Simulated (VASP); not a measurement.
# TiTe2 (P-3m1) in VASP: notebook

Aim: see how the results for TiTe2 move with the level of theory and the settings. Levels: RPBE, LDA, PBEsol. Tasks: single point, relaxation of cell and atoms.

All numbers are computed with VASP 6.6.1; they aren't measurements. Logs are shortened: lines on timing, memory, paths and dates and some standing lists are left out, and cuts for length are marked.

### Step 1. The cell of the first run

The structure is trigonal, space group P-3m1 (No. 164). The conventional cell has a = 3.777 Å, b = 3.777 Å, c = 6.498 Å, α = 90.00°, β = 90.00°, γ = 120.00°. Te (site symmetry 3m) has 3 Ti at 2.77 Å and 9 Te at 3.78 Å within 3.8 Å. Within 3.8 Å of Ti (site symmetry -3m) lie 6 Te at 2.77 Å and 6 Ti at 3.78 Å.

### Step 2. Single point, RPBE

The input, INCAR:

```
SYSTEM = TiTe2
  PREC = Accurate
  ENCUT = 520
  EDIFF = 1E-7
  ISMEAR = -1
  SIGMA = 0.05
  LREAL = .False.
  LASPH = .True.
  NELM = 100
  ALGO = Normal
  ISIF = 2
  LWAVE = .False.
  LCHARG = .True.
  GGA = RP
  LELF = .True.
  LVHAR = .True.
  NBANDS = 19
```

The input, KPOINTS:

```
Automatic mesh
0
Gamma
  8 8 4
  0 0 0
```

The input, POSCAR:

```
TiTe2
1.0
    3.7770000000      0.0000000000      0.0000000000
   -1.8885000000      3.2709779501      0.0000000000
    0.0000000000      0.0000000000      6.4980000000
Te Ti
2 1
Direct
    0.3333333333      0.6666666667      0.7372000000
    0.6666666667      0.3333333333      0.2628000000
    0.0000000000      0.0000000000      0.0000000000
```

Potentials or basis: VASP PAW PBE potentials, release 64 (Te, Ti_sv).

The run is started by

```sh
$ cat potpaw_PBE.64/Te/POTCAR potpaw_PBE.64/Ti_sv/POTCAR > POTCAR
$ mpirun -np 1 vasp_std > vasp.out
```

OUTCAR:

```text
SYSTEM = TiTe2
   PREC = Accurate
   ENCUT = 520
   EDIFF = 1E-7
   ISMEAR = -1
   LREAL = .False.
   LASPH = .True.
   NELM = 100
   ISIF = 2
   GGA = RP

 ion  position               nearest neighbor table
   1  0.333  0.667  0.737-   3 2.77   3 2.77   3 2.77
   2  0.667  0.333  0.263-   3 2.77   3 2.77   3 2.77
   3  0.000  0.000  0.000-   1 2.77   2 2.77   2 2.77   1 2.77   2 2.77   1 2.77

  LATTYP: Found a hexagonal cell.
 ALAT       =     3.7770000000
 C/A-ratio  =     1.7204130262

  Lattice vectors:

 A1 = (   3.7770000000,   0.0000000000,   0.0000000000)
 A2 = (  -1.8885000000,   3.2709779501,   0.0000000000)
 A3 = (   0.0000000000,   0.0000000000,   6.4980000000)

Analysis of symmetry for initial positions (statically):
=====================================================================
 Subroutine PRICEL returns:
 Original cell was already a primitive cell.

 Routine SETGRP: Setting up the symmetry group for a
 hexagonal supercell.

 Subroutine GETGRP returns: Found 12 space group operations
 (whereof 12 operations were pure point group operations)
 out of a pool of 24 trial point group operations.

The static configuration has the point symmetry D_3d.

Analysis of symmetry for dynamics (positions and initial velocities):
=====================================================================
 Subroutine PRICEL returns:
 Original cell was already a primitive cell.

 Routine SETGRP: Setting up the symmetry group for a
 hexagonal supercell.

 Subroutine GETGRP returns: Found 12 space group operations
 (whereof 12 operations were pure point group operations)
 out of a pool of 24 trial point group operations.

The dynamic configuration has the point symmetry D_3d.

 Subroutine INISYM returns: Found 12 space group operations
 (whereof 12 operations are pure point group operations),
 and found     1 'primitive' translations

----------------------------------------------------------------------------------------

                                     Primitive cell

  volume of cell :      80.2794

  direct lattice vectors                    reciprocal lattice vectors
     3.777000000  0.000000000  0.000000000     0.264760392  0.152859484  0.000000000
[... 76 lines left out ...]
   NGX,Y,Z   is equivalent  to a cutoff of  12.32, 12.32, 12.28 a.u.
   NGXF,Y,Z  is equivalent  to a cutoff of  24.65, 24.65, 24.56 a.u.
 SYSTEM =  TiTe2
   PREC   = accura    normal or accurate (medium, high low for compatibility)
   ISTART =      0    job   : 0-new  1-cont  2-samecut
   ICHARG =      2    charge: 1-file 2-atom 10-const
   ISPIN  =      1    spin polarized calculation?
   LNONCOLLINEAR =      F non collinear calculations
   LSORBIT =      F    spin-orbit coupling
   LASPH  =      T    aspherical Exc in radial PAW
   ENCUT  =  520.0 eV  38.22 Ry    6.18 a.u.   7.02  7.02 12.08*2*pi/ulx,y,z
   NELM   =    100;   NELMIN=  2; NELMDL= -5     # of ELM steps
   EDIFF  = 0.1E-06   stopping-criterion for ELM
   LREAL  =      F    real-space projection
   EDIFFG = 0.1E-05   stopping-criterion for IOM
   NSW    =      0    number of steps for IOM
   IBRION =     -1    ionic relax: 0-MD 1-quasi-New 2-CG
   NFREE  =      0    steps in history (QN), initial steepest desc. (CG)
   ISIF   =      2    stress and relaxation
   ISYM   =      2    0-nonsym 1-usesym 2-fastsym
   POTIM  = 0.5000    time-step for ionic-motion
   TEBEG  =    0.0;   TEEND  =   0.0 temperature during run
   PSTRESS=    0.0 pullay stress
   NELECT =      24.0000    total number of electrons
   NUPDOWN=      -1.0000    fix difference up-down
   EMIN   =  10.00;   EMAX   =-10.00  energy-range for DOS
   EFERMI =   0.00;   METHOD = LEGACY
   ISMEAR =    -1;   SIGMA  =   0.05  broadening in eV -4-tet -1-fermi 0-gaus
   EFERMI_NEDOS =   21; number of points for ismear=-14 and -15
   IALGO  =     38    algorithm
   IMIX   =      4    mixing-type and parameters
     AMIX     =   0.40;   BMIX     =  1.00
     AMIX_MAG =   1.60;   BMIX_MAG =  1.00
  volume/ion in A,a.u.               =      26.76       180.58
  Fermi-wavevector in a.u.,A,eV,Ry     =   1.094655  2.068597 16.303438  1.198269
  Thomas-Fermi vector in A             =   2.230964
   LORBIT       =      0    0 simple, 1 ext, 2 COOP (PROOUT), +10 PAW based schemes
   GGA     = RP    functional components
   LHFCALC =     F    Hartree Fock is set to
   AEXX    =    0.0000 exact exchange contribution
   IVDW    =     0    specifies the selected vdW correction
   LEPSILON=     F    determine dielectric tensor
   LRPA    =     F    only Hartree local field effects (RPA)
 non-spin polarized calculation
  energy-cutoff  :      520.00
  volume of cell :       80.28
 maximum number of plane-waves:      2176
   NGX = 13   NGY = 13   NGZ = 25

 number of electron      23.9999998 magnetization

 Free energy of the ion-electron system (eV)
  ---------------------------------------------------
  ext. energy  EPLUGINS =         0.00000000
  ---------------------------------------------------
  free energy    TOTEN  =       -15.06583898 eV

  energy without entropy =      -15.05463822  energy(sigma->0) =      -15.06023860

 E-fermi :   6.9213     XC(G=0):  -9.7560

 val. band max:        6.8991246897   @ k =   0.1250   0.0000   0.2500
 cond. band min:       6.9550939591   @ k =   0.5000   0.0000   0.0000
 fundamental gap:      0.0559692694
 Fermi energy:         6.9212897414

 k-point     1 :       0.0000    0.0000    0.0000
  band No.  band energies     occupation
      1     -50.7141      2.00000
      2     -26.8999      2.00000
      3     -26.8999      2.00000
      4     -26.8606      2.00000
      5      -5.4660      2.00000
      6      -3.9632      2.00000
[... 505 lines left out ...]
      6      -3.4431      2.00000
[... 11 lines left out ...]
     18      12.2416      0.00000
     19      12.9702      0.00000

 [... further k-points ...]
[... 5 lines left out ...]
  --------------------------------------------------------------------------------------
  -------------------------------------------------------------------------------------
  Total        1.2759449      1.2759449      1.6459749      0.0000000      0.0000000      0.0000000
  in kB       25.4646780     25.4646780     32.8495547      0.0000000      0.0000000      0.0000000
  external PRESSURE =      27.9263036 kB  Pullay stress =       0.0000000 kB

 VOLUME and BASIS-vectors are now :
 -----------------------------------------------------------------------------
  energy-cutoff  :      520.00
  volume of cell :       80.28
      direct lattice vectors                 reciprocal lattice vectors
     3.777000000  0.000000000  0.000000000     0.264760392  0.152859484  0.000000000
    -1.888500000  3.270977950  0.000000000     0.000000000  0.305718967  0.000000000
     0.000000000  0.000000000  6.498000000     0.000000000  0.000000000  0.153893506

 POSITION                                       TOTAL-FORCE (eV/Angst)
 -----------------------------------------------------------------------------------
     -0.00000      2.18065      4.79033         0.000000      0.000000     -0.098231
      1.88850      1.09033      1.70767        -0.000000     -0.000000      0.098231
      0.00000      0.00000      0.00000         0.000000      0.000000      0.000000
 -----------------------------------------------------------------------------------
    total drift:                                0.000000     -0.000000     -0.000000

  FREE ENERGIE OF THE ION-ELECTRON SYSTEM (eV)
  ---------------------------------------------------
  free  energy   TOTEN  =       -15.0658389842 eV

  energy  without entropy=      -15.0546382175  energy(sigma->0) =      -15.06023860
```

OSZICAR:

```text
N       E                     dE             d eps       ncg     rms          rms(c)
DAV:   1     0.176050402132E+03    0.17605E+03   -0.10896E+04  1330   0.117E+03
DAV:   2    -0.142555192515E+01   -0.17748E+03   -0.17292E+03  1397   0.293E+02
DAV:   3    -0.167834232903E+02   -0.15358E+02   -0.15022E+02  2086   0.812E+01
DAV:   4    -0.172511927061E+02   -0.46777E+00   -0.46574E+00  1714   0.136E+01
DAV:   5    -0.172699258359E+02   -0.18733E-01   -0.18726E-01  1969   0.257E+00    0.121E+01
DAV:   6    -0.174470476005E+02   -0.17712E+00   -0.37754E+01  1456   0.375E+01    0.146E+01
DAV:   7    -0.153158112640E+02    0.21312E+01   -0.32089E+01  1654   0.323E+01    0.562E+00
DAV:   8    -0.150621042775E+02    0.25371E+00   -0.14589E+00  1579   0.829E+00    0.178E+00
DAV:   9    -0.150911964545E+02   -0.29092E-01   -0.30428E-01  1805   0.350E+00    0.171E+00
DAV:  10    -0.150697756436E+02    0.21421E-01   -0.33514E-01  1612   0.390E+00    0.828E-01
DAV:  11    -0.150659162879E+02    0.38594E-02   -0.36104E-02  1538   0.141E+00    0.349E-01
DAV:  12    -0.150659951906E+02   -0.78903E-04   -0.31259E-03  1590   0.411E-01    0.249E-01
DAV:  13    -0.150658409918E+02    0.15420E-03   -0.70055E-04  1534   0.199E-01    0.455E-02
DAV:  14    -0.150658437918E+02   -0.28001E-05   -0.21921E-05  1575   0.350E-02    0.387E-02
DAV:  15    -0.150658399419E+02    0.38500E-05   -0.11424E-05  1662   0.258E-02    0.135E-02
DAV:  16    -0.150658386217E+02    0.13202E-05   -0.12593E-05  1759   0.218E-02    0.172E-03
DAV:  17    -0.150658389113E+02   -0.28958E-06   -0.38794E-07  1503   0.545E-03    0.199E-03
DAV:  18    -0.150658389842E+02   -0.72912E-07   -0.27151E-08   878   0.126E-03
   1 F= -.15065839E+02 E0= -.15060239E+02  d E =-.112008E-01
```

It took 27 s on 1 thread of AMD EPYC 9R45 (Zen 5), shared host; peak memory 0.18 GiB.

Results:

- Free energy: -15.0658 eV
- Pressure: 2.8 GPa
- Largest force: 0.098 eV/Å
- Band gap on the k mesh: zero (bands 12 and 13 overlap by 0.66 eV)

Forces on the atoms (eV/Å):
```
Te   0.000  0.000 -0.098
Te   0.000  0.000  0.098
Ti   0.000  0.000  0.000
```

Stress tensor (GPa, compression positive):
```
2.55 0.00 0.00
0.00 2.55 0.00
0.00 0.00 3.28
```

Caveat: the PAW data sets were made with another functional, which shifts forces and pressure a little; spin-orbit coupling is left out, which moves the levels of the heavy elements; this functional lacks dispersion, which binds layers or chains, so the pressure and a relaxed spacing across them are unreliable.

### Step 3. Single point, RPBE

This run uses another cell than the first one.

The input, INCAR:

```
  ALGO = Normal
  EDIFF = 1E-6
  ENCUT = 520
  GGA = RP
  ISIF = 2
  ISMEAR = -1
  LASPH = T
  LCHARG = T
  LELF = T
  LREAL = F
  LVHAR = T
  LWAVE = F
  NBANDS = 19
  NELM = 100
  PREC = Accurate
  SIGMA = 0.05
```

The input, KPOINTS:

```
k-points
0
Gamma
  8 8 4
```

The input, POSCAR:

```
TiTe2
1.0
    3.8117340574      0.0000000000      0.0000000000
   -1.9058670287      3.3010585262      0.0000000000
    0.0000000000      0.0000000000      9.1000459548
Te Ti
2 1
Direct
    0.3333333333      0.6666666667      0.8087598509
    0.6666666667      0.3333333333      0.1912401491
    0.0000000000      0.0000000000      0.0000000000
```

Potentials or basis: VASP PAW PBE potentials, release 64 (Te, Ti_sv).

The run is started by

```sh
$ cat potpaw_PBE.64/Te/POTCAR potpaw_PBE.64/Ti_sv/POTCAR > POTCAR
$ mpirun -np 1 vasp_std > vasp.out
```

OUTCAR:

```text
EDIFF = 1E-6
   ENCUT = 520
   GGA = RP
   ISIF = 2
   ISMEAR = -1
   LASPH = T
   LREAL = F
   NELM = 100
   PREC = Accurate

 ion  position               nearest neighbor table
   1  0.333  0.667  0.809-   3 2.81   3 2.81   3 2.81
   2  0.667  0.333  0.191-   3 2.81   3 2.81   3 2.81
   3  0.000  0.000  0.000-   1 2.81   2 2.81   2 2.81   1 2.81   2 2.81   1 2.81

  LATTYP: Found a hexagonal cell.
 ALAT       =     3.8117340574
 C/A-ratio  =     2.3873769308

  Lattice vectors:

 A1 = (   3.8117340574,   0.0000000000,   0.0000000000)
 A2 = (  -1.9058670287,   3.3010585262,   0.0000000000)
 A3 = (   0.0000000000,   0.0000000000,   9.1000459548)

Analysis of symmetry for initial positions (statically):
=====================================================================
 Subroutine PRICEL returns:
 Original cell was already a primitive cell.

 Routine SETGRP: Setting up the symmetry group for a
 hexagonal supercell.

 Subroutine GETGRP returns: Found 12 space group operations
 (whereof 12 operations were pure point group operations)
[... 156 lines left out ...]

 Free energy of the ion-electron system (eV)
  ---------------------------------------------------
  ext. energy  EPLUGINS =         0.00000000
  ---------------------------------------------------
  free energy    TOTEN  =       -15.21158051 eV

  energy without entropy =      -15.19534781  energy(sigma->0) =      -15.20346416

 E-fermi :   3.3504     XC(G=0):  -7.6211

 val. band max:        3.3449324555   @ k =   0.1250   0.0000   0.2500
 cond. band min:       3.3556176972   @ k =   0.3750  -0.0000   0.2500
 fundamental gap:      0.0106852418
 Fermi energy:         3.3504108372

 k-point     1 :       0.0000    0.0000    0.0000
  band No.  band energies     occupation
      1     -54.3869      2.00000
      2     -30.5583      2.00000
      3     -30.5583      2.00000
      4     -30.5152      2.00000
      5      -8.4512      2.00000
      6      -7.6397      2.00000
[... 505 lines left out ...]
      6      -6.8501      2.00000
[... 11 lines left out ...]
     18       8.7059      0.00000
     19       9.0530      0.00000

 [... further k-points ...]
[... 5 lines left out ...]
  --------------------------------------------------------------------------------------
  -------------------------------------------------------------------------------------
  Total       -0.0131172     -0.0131172      0.0266256      0.0000000      0.0000000      0.0000000
  in kB       -0.1835408     -0.1835408      0.3725550      0.0000000      0.0000000      0.0000000
  external PRESSURE =       0.0018245 kB  Pullay stress =       0.0000000 kB

 VOLUME and BASIS-vectors are now :
 -----------------------------------------------------------------------------
  energy-cutoff  :      520.00
  volume of cell :      114.50
      direct lattice vectors                 reciprocal lattice vectors
     3.811734057  0.000000000  0.000000000     0.262347788  0.151466566  0.000000000
    -1.905867029  3.301058526  0.000000000     0.000000000  0.302933133  0.000000000
     0.000000000  0.000000000  9.100045955     0.000000000  0.000000000  0.109889555

 POSITION                                       TOTAL-FORCE (eV/Angst)
 -----------------------------------------------------------------------------------
     -0.00000      2.20071      7.35975         0.000000      0.000000     -0.007127
      1.90587      1.10035      1.74029        -0.000000      0.000000      0.007127
      0.00000      0.00000      0.00000        -0.000000      0.000000     -0.000000
 -----------------------------------------------------------------------------------
    total drift:                                0.000000      0.000000      0.000000

  FREE ENERGIE OF THE ION-ELECTRON SYSTEM (eV)
  ---------------------------------------------------
  free  energy   TOTEN  =       -15.2115805055 eV

  energy  without entropy=      -15.1953478055  energy(sigma->0) =      -15.20346416
```

OSZICAR:

```text
N       E                     dE             d eps       ncg     rms          rms(c)
DAV:   1     0.173868829024E+03    0.17387E+03   -0.10404E+04  1354   0.110E+03
DAV:   2    -0.176316758200E+01   -0.17563E+03   -0.17115E+03  1513   0.272E+02
DAV:   3    -0.171661148170E+02   -0.15403E+02   -0.15182E+02  2138   0.791E+01
DAV:   4    -0.177055312951E+02   -0.53942E+00   -0.53701E+00  1740   0.143E+01
DAV:   5    -0.177331033569E+02   -0.27572E-01   -0.27563E-01  1967   0.265E+00    0.118E+01
DAV:   6    -0.179840747166E+02   -0.25097E+00   -0.41845E+01  1394   0.384E+01    0.172E+01
DAV:   7    -0.155839737769E+02    0.24001E+01   -0.42812E+01  1673   0.352E+01    0.615E+00
DAV:   8    -0.152415087811E+02    0.34246E+00   -0.14611E+00  1507   0.805E+00    0.218E+00
DAV:   9    -0.152603465409E+02   -0.18838E-01   -0.84727E-01  1845   0.575E+00    0.216E+00
DAV:  10    -0.152252852265E+02    0.35061E-01   -0.65052E-01  1567   0.550E+00    0.103E+00
DAV:  11    -0.152132423920E+02    0.12043E-01   -0.11664E-01  1495   0.246E+00    0.414E-01
DAV:  12    -0.152120261868E+02    0.12162E-02   -0.93885E-03  1539   0.708E-01    0.220E-01
DAV:  13    -0.152117301144E+02    0.29607E-03   -0.92008E-04  1601   0.195E-01    0.103E-01
DAV:  14    -0.152116126232E+02    0.11749E-03   -0.17655E-04  1569   0.946E-02    0.436E-02
DAV:  15    -0.152115814548E+02    0.31168E-04   -0.80345E-05  1644   0.569E-02    0.963E-03
DAV:  16    -0.152115802017E+02    0.12531E-05   -0.39165E-06  1653   0.129E-02    0.637E-03
DAV:  17    -0.152115805055E+02   -0.30385E-06   -0.24378E-06  1194   0.107E-02
   1 F= -.15211581E+02 E0= -.15203464E+02  d E =-.162327E-01
```

It took 38 s on 1 thread of AMD EPYC 9R45 (Zen 5), shared host; peak memory 0.23 GiB.

What came out:

- Free energy: -15.2116 eV
- Pressure: 0.0 GPa
- Largest force: 0.007 eV/Å
- Band gap on the k mesh: zero (bands 12 and 13 overlap by 0.48 eV)

Forces on the atoms (eV/Å):
```
Te   0.000  0.000 -0.007
Te   0.000  0.000  0.007
Ti   0.000  0.000  0.000
```

Caveat: the PAW data sets were made with another functional, which shifts forces and pressure a little; spin-orbit coupling is left out, which moves the levels of the heavy elements.

(Part 1 of 2 ends here.)

The gap in the log of VASP goes by the Fermi energy; the results here count the filled bands.